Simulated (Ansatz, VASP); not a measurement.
**C: VASP beside Ansatz**

Contents of POSCAR:

```
C
1.0
    0.0000000000      2.2271823685      2.2271823685
    2.2271823685      0.0000000000      2.2271823685
    2.2271823685      2.2271823685      0.0000000000
C
2
Direct
    0.0000000000      0.0000000000      0.0000000000
    0.2500000000      0.2500000000      0.2500000000
```

File INCAR.step1:

```
PREC = Accurate
ENCUT = 520
ISMEAR = 0
SIGMA = 0.1
LREAL = False
LASPH = True
NELM = 100
NBANDS = 11
GGA = PE
ALGO = Normal
EDIFF = 1E-4
LWAVE = True
LCHARG = False
```

Contents of INCAR.step2:

```
PREC = Accurate
ENCUT = 520
EDIFF = 1E-6
ISMEAR = 0
SIGMA = 0.1
LREAL = False
LASPH = True
NELM = 100
ALGO = Normal
ISIF = 2
LWAVE = False
LCHARG = False
METAGGA = R2SCAN
LMIXTAU = True
NBANDS = 11
ISTART = 1
```

Contents of KPOINTS:

```
Automatic mesh
0
Gamma
  8 8 8
```

Input for Ansatz:

```yaml
crystal:
  lattice:
    - [0.0, 2.2271823685, 2.2271823685]
    - [2.2271823685, 0.0, 2.2271823685]
    - [2.2271823685, 2.2271823685, 0.0]
  atoms:
    - { symbol: C, position: [0.0, 0.0, 0.0] }
    - { symbol: C, position: [0.25, 0.25, 0.25] }
basis:
  ecutwfc: 500
kpoints:
  mp_grid: { grid: [8, 8, 8] }
hamiltonian:
  xc: r2scan
scf:
  occupations: { method: gaussian, width: 0.1 }
output:
  forces: true
  stress: true
  eigenvalues: true
```

Alike in both runs: task single point; functional r2SCAN; k mesh 8 × 8 × 8; occupations gaussian, width 0.1 eV; no spin polarisation.

|  | VASP | Ansatz |
| --- | --- | --- |
| version | VASP 6.6.1 | Ansatz 0.2.0 |
| potentials or method | VASP PAW PBE potentials, release 64 (C), cutoff 520 eV | scalar-relativistic, plane waves, PAW |
| valence electrons in the cell | 8 | 8 |

|  | VASP | Ansatz | Ansatz less VASP |
| --- | --- | --- | --- |
| gap on the k mesh at the Fermi level (eV) | 1.46 | 1.45 | -0.003 |
| least direct gap on the mesh (eV) | 1.46 | 1.45 | -0.003 |

VASP's potentials were made for PBE, not for r2SCAN.
